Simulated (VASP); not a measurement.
# TaN (P-6m2) in VASP: further runs

TaN is run at these levels: r2SCAN; tasks: single point.

All numbers are computed with VASP 6.6.1; they aren't measurements. Logs are shortened: lines on timing, memory, paths and dates and some standing lists are left out, and cuts for length are marked.

**1. The cell of the first run**

The structure is hexagonal, space group P-6m2 (No. 187). Conventional cell: a = 2.917 Å, b = 2.917 Å, c = 2.866 Å, α = 90.00°, β = 90.00°, γ = 120.00°. Ta (site symmetry -6m2) has 6 N at 2.21 Å and 8 Ta at 2.87 to 2.92 Å within 3.0 Å. N (site symmetry -6m2) has 6 Ta at 2.21 Å and 8 N at 2.87 to 2.92 Å within 3.0 Å.

**2. Single point, r2SCAN**

POSCAR reads:

```
TaN
1.0
    2.9165639594      0.0000000000      0.0000000000
   -1.4582819797      2.5258184806      0.0000000000
    0.0000000000      0.0000000000      2.8655374100
Ta N
1 1
Direct
    0.3333333333      0.6666666667      0.5000000000
    0.0000000000      0.0000000000      0.0000000000
```

INCAR.step1 reads:

```
SYSTEM = TaN
PREC = Accurate
ENCUT = 520
ISMEAR = -1
SIGMA = 0.1
LREAL = .False.
LASPH = .True.
NELM = 100
NBANDS = 15
GGA = PE
ALGO = Normal
EDIFF = 1E-4
LWAVE = .True.
LCHARG = .False.
```

INCAR.step2 reads:

```
SYSTEM = TaN
PREC = Accurate
ENCUT = 520
EDIFF = 1E-6
ISMEAR = -1
SIGMA = 0.1
LREAL = .False.
LASPH = .True.
NELM = 100
ALGO = Normal
ISIF = 2
LWAVE = .False.
LCHARG = .False.
METAGGA = R2SCAN
LMIXTAU = .True.
NBANDS = 15
ISTART = 1
```

KPOINTS reads:

```
Automatic mesh
0
Gamma
  13 13 12
  0 0 0
```

Potentials or basis: VASP PAW PBE potentials, release 64 (Ta_pv, N).

Command:

```bash
> cat potpaw_PBE.64/Ta_pv/POTCAR potpaw_PBE.64/N/POTCAR > POTCAR
> cp INCAR.step1 INCAR
> mpirun -np 1 vasp_std > vasp.out
> cp INCAR.step2 INCAR
> mpirun -np 1 vasp_std > vasp.out
```

OUTCAR:

```text
SYSTEM = TaN
   PREC = Accurate
   ENCUT = 520
   EDIFF = 1E-6
   ISMEAR = -1
   LREAL = .False.
   LASPH = .True.
   NELM = 100
   ISIF = 2
   METAGGA = R2SCAN
   ISTART = 1

 ion  position               nearest neighbor table
   1  0.333  0.667  0.500-   2 2.21   2 2.21   2 2.21   2 2.21   2 2.21   2 2.21
   2  0.000  0.000  0.000-   1 2.21   1 2.21   1 2.21   1 2.21   1 2.21   1 2.21

  LATTYP: Found a hexagonal cell.
 ALAT       =     2.9165639594
 C/A-ratio  =     0.9825045670

  Lattice vectors:

 A1 = (   2.9165639594,   0.0000000000,   0.0000000000)
 A2 = (  -1.4582819797,   2.5258184806,   0.0000000000)
 A3 = (   0.0000000000,   0.0000000000,   2.8655374100)

Analysis of symmetry for initial positions (statically):
=====================================================================
 Subroutine PRICEL returns:
 Original cell was already a primitive cell.

 Routine SETGRP: Setting up the symmetry group for a
 hexagonal supercell.

 Subroutine GETGRP returns: Found 12 space group operations
 (whereof 12 operations were pure point group operations)
 out of a pool of 24 trial point group operations.

The static configuration has the point symmetry D_3h.

Analysis of symmetry for dynamics (positions and initial velocities):
=====================================================================
 Subroutine PRICEL returns:
 Original cell was already a primitive cell.

 Routine SETGRP: Setting up the symmetry group for a
 hexagonal supercell.

 Subroutine GETGRP returns: Found 12 space group operations
 (whereof 12 operations were pure point group operations)
 out of a pool of 24 trial point group operations.

The dynamic configuration has the point symmetry D_3h.

 Subroutine INISYM returns: Found 12 space group operations
 (whereof 12 operations are pure point group operations),
 and found     1 'primitive' translations

----------------------------------------------------------------------------------------

                                     Primitive cell

  volume of cell :      21.1096

  direct lattice vectors                    reciprocal lattice vectors
     2.916563959  0.000000000  0.000000000     0.342869217  0.197955635  0.000000000
    -1.458281980  2.525818481  0.000000000     0.000000000  0.395911269  0.000000000
     0.000000000  0.000000000  2.865537410     0.000000000  0.000000000  0.348974680

  length of vectors
     2.916563959  2.916563959  2.865537410     0.395911269  0.395911269  0.348974680

  position of ions in fractional coordinates (direct lattice)
     0.333333333  0.666666667  0.500000000
     0.000000000  0.000000000  0.000000000

  ion indices of the primitive-cell ions
   primitive index   ion index
                 1           1
                 2           2

----------------------------------------------------------------------------------------

 KPOINTS: Automatic mesh

Automatic generation of k-mesh.
 Grid dimensions read from file:
 generate k-points for:   13   13   12

 Generating k-lattice:

  Cartesian coordinates                     Fractional coordinates (reciprocal lattice)
     0.026374555  0.015227357  0.000000000     0.076923077 -0.000000000  0.000000000
     0.000000000  0.030454713  0.000000000     0.000000000  0.076923077  0.000000000
     0.000000000  0.000000000  0.029081223     0.000000000  0.000000000  0.083333333

  Length of vectors
     0.030454713  0.030454713  0.029081223

  Shift w.r.t. Gamma in fractional coordinates (k-lattice)
     0.000000000  0.000000000  0.000000000

 Subroutine IBZKPT returns following result:
 ===========================================

 Found    147 irreducible k-points:

 Following reciprocal coordinates:
            Coordinates               Weight
  0.000000  0.000000  0.000000      1.000000
  0.076923  0.000000  0.000000      6.000000
  0.153846  0.000000  0.000000      6.000000
  0.230769  0.000000  0.000000      6.000000
  0.307692  0.000000  0.000000      6.000000
  0.384615  0.000000  0.000000      6.000000
[... 16 lines left out ...]
  0.076923  0.000000  0.083333     12.000000
  0.153846  0.000000  0.083333     12.000000
 [... further k-points ...]
   k-points           NKPTS =    147   k-points in BZ     NKDIM =    147   number of bands    NBANDS=     15
   number of dos      NEDOS =    301   number of ions     NIONS =      2
   total plane-waves  NPLWV =  13824
   dimension x,y,z NGX =    24 NGY =   24 NGZ =   24
   dimension x,y,z NGXF=    48 NGYF=   48 NGZF=   48
   ions per type =               1   1
   NGX,Y,Z   is equivalent  to a cutoff of  13.68, 13.68, 13.92 a.u.
   NGXF,Y,Z  is equivalent  to a cutoff of  27.36, 27.36, 27.85 a.u.
 SYSTEM =  TaN
   PREC   = accura    normal or accurate (medium, high low for compatibility)
   ISTART =      1    job   : 0-new  1-cont  2-samecut
   ICHARG =      0    charge: 1-file 2-atom 10-const
   ISPIN  =      1    spin polarized calculation?
   LNONCOLLINEAR =      F non collinear calculations
   LSORBIT =      F    spin-orbit coupling
   LASPH  =      T    aspherical Exc in radial PAW
   ENCUT  =  520.0 eV  38.22 Ry    6.18 a.u.   5.42  5.42  5.33*2*pi/ulx,y,z
   NELM   =    100;   NELMIN=  2; NELMDL=  0     # of ELM steps
   EDIFF  = 0.1E-05   stopping-criterion for ELM
   LREAL  =      F    real-space projection
   EDIFFG = 0.1E-04   stopping-criterion for IOM
   NSW    =      0    number of steps for IOM
   IBRION =     -1    ionic relax: 0-MD 1-quasi-New 2-CG
   NFREE  =      0    steps in history (QN), initial steepest desc. (CG)
   ISIF   =      2    stress and relaxation
   ISYM   =      2    0-nonsym 1-usesym 2-fastsym
   POTIM  = 0.5000    time-step for ionic-motion
   TEBEG  =    0.0;   TEEND  =   0.0 temperature during run
   PSTRESS=    0.0 pullay stress
   NELECT =      16.0000    total number of electrons
   NUPDOWN=      -1.0000    fix difference up-down
   EMIN   =  10.00;   EMAX   =-10.00  energy-range for DOS
   EFERMI =   0.00;   METHOD = LEGACY
   ISMEAR =    -1;   SIGMA  =   0.10  broadening in eV -4-tet -1-fermi 0-gaus
   EFERMI_NEDOS =   21; number of points for ismear=-14 and -15
   IALGO  =     38    algorithm
   IMIX   =      4    mixing-type and parameters
     AMIX     =   0.40;   BMIX     =  1.00
     AMIX_MAG =   1.60;   BMIX_MAG =  1.00
  volume/ion in A,a.u.               =      10.55        71.23
  Fermi-wavevector in a.u.,A,eV,Ry     =   1.492639  2.820680 30.313407  2.227973
  Thomas-Fermi vector in A             =   2.605142
   LORBIT       =      0    0 simple, 1 ext, 2 COOP (PROOUT), +10 PAW based schemes
   METAGGA = R2SCAN    functional components
   LHFCALC =     F    Hartree Fock is set to
   AEXX    =    0.0000 exact exchange contribution
   IVDW    =     0    specifies the selected vdW correction
   LEPSILON=     F    determine dielectric tensor
   LRPA    =     F    only Hartree local field effects (RPA)
 non-spin polarized calculation
  energy-cutoff  :      520.00
  volume of cell :       21.11
 maximum number of plane-waves:       593
 NGX is ok and might be reduce to    24
   NGX = 11   NGY = 11   NGZ = 11

 number of electron      16.0000000 magnetization

 Free energy of the ion-electron system (eV)
  ---------------------------------------------------
  ext. energy  EPLUGINS =         0.00000000
  ---------------------------------------------------
  free energy    TOTEN  =       -60.38171901 eV

  energy without entropy =      -60.37971286  energy(sigma->0) =      -60.38071594

 E-fermi :   8.4231     XC(G=0): -14.4781

 val. band max:        8.4202619605   @ k =   0.0000   0.0000   0.4167
 cond. band min:       8.5668900329   @ k =   0.0769   0.0000   0.5000
 fundamental gap:      0.1466280725
 Fermi energy:         8.4230656986

 k-point     1 :       0.0000    0.0000    0.0000
  band No.  band energies     occupation
      1     -27.6444      2.00000
      2     -27.3685      2.00000
      3     -27.3685      2.00000
      4     -10.5325      2.00000
      5       3.5214      2.00000
      6       3.5214      2.00000
      7       3.9402      2.00000
      8       5.2562      2.00000
      9      11.0967      0.00000
     10      12.2850      0.00000
     11      12.2850      0.00000
     12      12.7846      0.00000
     13      12.7846      0.00000
     14      19.1313      0.00000
     15      22.6299      0.00000

 k-point     2 :       0.0769    0.0000    0.0000
  band No.  band energies     occupation
      1     -27.6353      2.00000
      2     -27.4407      2.00000
      3     -27.3837      2.00000
      4     -10.4039      2.00000
      5       3.1472      2.00000
      6       3.6200      2.00000
      7       4.1166      2.00000
      8       5.0708      2.00000
      9      11.5674      0.00000
     10      12.0189      0.00000
     11      12.3039      0.00000
     12      12.7173      0.00000
     13      12.9594      0.00000
     14      19.1313      0.00000
     15      22.5880      0.00000

 k-point     3 :       0.1538    0.0000    0.0000
  band No.  band energies     occupation
      1     -27.6362      2.00000
      2     -27.6101      2.00000
      3     -27.4254      2.00000
      4     -10.0459      2.00000
      5       2.3204      2.00000
      6       3.8874      2.00000
      7       4.5376      2.00000
      8       4.6040      2.00000
      9      11.3616      0.00000
     10      12.3941      0.00000
     11      12.5361      0.00000
     12      12.7429      0.00000
     13      13.3649      0.00000
     14      19.1313      0.00000
     15      22.5212      0.00000

 k-point     4 :       0.2308    0.0000    0.0000
  band No.  band energies     occupation
      1     -27.9018      2.00000
      2     -27.5744      2.00000
      3     -27.4837      2.00000
      4      -9.5341      2.00000
      5       1.4063      2.00000
      6       4.0311      2.00000
      7       4.2450      2.00000
      8       4.9964      2.00000
      9      10.8567      0.00000
     10      12.2924      0.00000
     11      12.6293      0.00000
     12      13.7667      0.00000
     13      14.0408      0.00000
     14      19.1314      0.00000
     15      22.6233      0.00000
[... 307 lines left out ...]
 k-point    22 :       0.0000    0.0000    0.0833
  band No.  band energies     occupation
      1     -27.7182      2.00000
      2     -27.3626      2.00000
      3     -27.3626      2.00000
      4     -10.3794      2.00000
      5       3.3657      2.00000
      6       3.5807      2.00000
      7       3.5807      2.00000
      8       5.7471      2.00000
      9      11.3574      0.00000
     10      11.3780      0.00000
     11      11.3780      0.00000
     12      13.4238      0.00000
     13      13.4238      0.00000
     14      19.1314      0.00000
     15      22.9486      0.00000

 k-point    23 :       0.0769    0.0000    0.0833
  band No.  band energies     occupation
      1     -27.7088      2.00000
      2     -27.4339      2.00000
      3     -27.3777      2.00000
      4     -10.2572      2.00000
      5       3.2159      2.00000
      6       3.4646      2.00000
      7       3.6695      2.00000
      8       5.6278      2.00000
      9      11.3091      0.00000
     10      11.3605      0.00000
     11      11.8412      0.00000
     12      13.4304      0.00000
     13      13.4312      0.00000
     14      19.1314      0.00000
     15      22.7625      0.00000

 k-point    24 :       0.1538    0.0000    0.0833
  band No.  band energies     occupation
      1     -27.6872      2.00000
      2     -27.6227      2.00000
      3     -27.4192      2.00000
      4      -9.9186      2.00000
      5       2.3913      2.00000
      6       3.6242      2.00000
      7       3.9046      2.00000
      8       5.4086      2.00000
      9      11.1577      0.00000
     10      11.3567      0.00000
     11      12.6549      0.00000
     12      13.4445      0.00000
     13      13.7960      0.00000
     14      19.1314      0.00000
     15      22.4472      0.00000

 [... further k-points ...]

------------------------ aborting loop because EDIFF is reached ----------------------------------------

  FORCE on cell =-STRESS in cart. coord.  units (eV):
  Direction    XX          YY          ZZ          XY          YZ          ZX
  --------------------------------------------------------------------------------------
  -------------------------------------------------------------------------------------
  Total        1.1768664      1.1768664      1.3162879      0.0000000      0.0000000      0.0000000
  in kB       89.3219143     89.3219143     99.9037395      0.0000000      0.0000000      0.0000000
  external PRESSURE =      92.8491894 kB  Pullay stress =       0.0000000 kB

 VOLUME and BASIS-vectors are now :
 -----------------------------------------------------------------------------
  energy-cutoff  :      520.00
  volume of cell :       21.11
      direct lattice vectors                 reciprocal lattice vectors
     2.916563959  0.000000000  0.000000000     0.342869217  0.197955635  0.000000000
    -1.458281980  2.525818481  0.000000000     0.000000000  0.395911269  0.000000000
     0.000000000  0.000000000  2.865537410     0.000000000  0.000000000  0.348974680

 POSITION                                       TOTAL-FORCE (eV/Angst)
 -----------------------------------------------------------------------------------
     -0.00000      1.68388      1.43277        -0.000000      0.000000      0.000000
      0.00000      0.00000      0.00000         0.000000     -0.000000      0.000000
 -----------------------------------------------------------------------------------
    total drift:                                0.000001     -0.000000     -0.000000

  FREE ENERGIE OF THE ION-ELECTRON SYSTEM (eV)
  ---------------------------------------------------
  free  energy   TOTEN  =       -60.3817190116 eV

  energy  without entropy=      -60.3797128633  energy(sigma->0) =      -60.38071594
```

It took 3.3 min on 1 thread of Intel Xeon 8259CL, shared host; peak memory 0.18 GiB.

What came out:

* Free energy: -60.3817 eV
* Pressure: 9.3 GPa
* Band gap on the k mesh: zero (bands 8 and 9 overlap by 0.37 eV)

Stress tensor (GPa, compression positive):
```
8.93 0.00 0.00
0.00 8.93 0.00
0.00 0.00 9.99
```

Levels at points of the mesh, in eV from the Fermi level:
```
           k point  band 6  band 7  band 8  band 9  band 10  band 11
(0.00, 0.00, 0.00)   -4.90   -4.48   -3.17    2.67     3.86     3.86
(0.00, 0.00, 0.50)   -4.03   -4.03   -0.08   -0.08     2.44     3.71
```

Caveat: the cell stands under pressure; the PAW data sets were made with another functional, which shifts forces and pressure a little; spin-orbit coupling is left out, which moves the levels of the heavy elements.

**3. Single point, r2SCAN**

This run uses another cell than the first one, of 10.77 Å³/atom.

POSCAR reads:

```
TaN
1.0
    2.9362710700      0.0000000000      0.0000000000
   -1.4681355300      2.5428853400      0.0000000000
    0.0000000000      0.0000000000      2.8848997300
Ta N
1 1
Direct
    0.3333333300      0.6666666700      0.5000000000
    0.0000000000      0.0000000000      0.0000000000
```

INCAR.step1 reads:

```
PREC = Accurate
ENCUT = 520
ISMEAR = -1
SIGMA = 0.1
LREAL = F
LASPH = T
NELM = 80
NBANDS = 15
GGA = PE
ALGO = Normal
EDIFF = 1E-4
LWAVE = T
LCHARG = F
```

INCAR.step2 reads:

```
PREC = Accurate
ENCUT = 520
EDIFF = 1E-6
ISMEAR = -1
SIGMA = 0.1
LREAL = F
LASPH = T
NELM = 80
ALGO = Normal
ISIF = 2
LWAVE = F
LCHARG = F
METAGGA = R2SCAN
LMIXTAU = T
NBANDS = 15
ISTART = 1
```

KPOINTS reads:

```
Automatic mesh
0
Gamma
  13 13 12
```

Potentials or basis: VASP PAW PBE potentials, release 64 (Ta_pv, N).

Command:

```bash
> cat potpaw_PBE.64/Ta_pv/POTCAR potpaw_PBE.64/N/POTCAR > POTCAR
> cp INCAR.step1 INCAR
> mpirun -np 1 vasp_std > vasp.out
> cp INCAR.step2 INCAR
> mpirun -np 1 vasp_std > vasp.out
```

It took 3.2 min on 1 thread of Intel Xeon 8259CL, shared host; peak memory 0.18 GiB.

Results (log left out):

```
Free energy            : -60.3966 eV
Pressure               : 1.5 GPa
Band gap on the k mesh : zero (bands 8 and 9 overlap by 0.37 eV)
```

Stress tensor (GPa, compression positive):
```
1.47 0.00 0.00
0.00 1.47 0.00
0.00 0.00 1.67
```

Levels at points of the mesh, in eV from the Fermi level:
```
           k point  band 6  band 7  band 8  band 9  band 10  band 11
(0.00, 0.00, 0.00)   -4.81   -4.39   -3.14    2.51     3.76     3.76
(0.00, 0.00, 0.50)   -3.95   -3.95   -0.07   -0.07     2.38     3.64
```

Caveat: the PAW data sets were made with another functional, which shifts forces and pressure a little; spin-orbit coupling is left out, which moves the levels of the heavy elements.

The gap in the log of VASP goes by the Fermi energy; the results here count the filled bands.